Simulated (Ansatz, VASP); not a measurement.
## CdS: VASP beside Ansatz

```
Cd S
1.0
     0.00000    2.72678    2.64497
     2.72678    0.00000    2.64497
     2.72678    2.72678    0.00000
Cd S
1 1
Direct
  0.00000 0.00000 0.00000
  0.50000 0.50000 0.50000
```

Change from the starting cell: uniaxial_z strain -3.0%.

Alike in both runs: task single point; functional r2SCAN; k mesh 8 × 8 × 8; occupations fermi-dirac, width 0.02 eV; no spin polarisation.

|  | VASP | Ansatz |
| --- | --- | --- |
| version | VASP 6.6.1 | Ansatz 0.2.0 |
| potentials or method | VASP PAW PBE potentials, release 64 (Cd_sv_GW, S) | plane waves, PAW |
| plane-wave cutoff (eV) | 700 | 500 |
| valence electrons in the cell | 26 | 26 |

VASP gave:

```
pressure (GPa)                                                : 2.8
traceless stress, the component that is largest in VASP (GPa) : 2.06
```

Question: What did Ansatz give for the same quantities?

Answer: Pressure (GPa): 2.9; traceless stress, the component that is largest in VASP (GPa): 2.09.

VASP's potentials were made for PBE, not for r2SCAN.
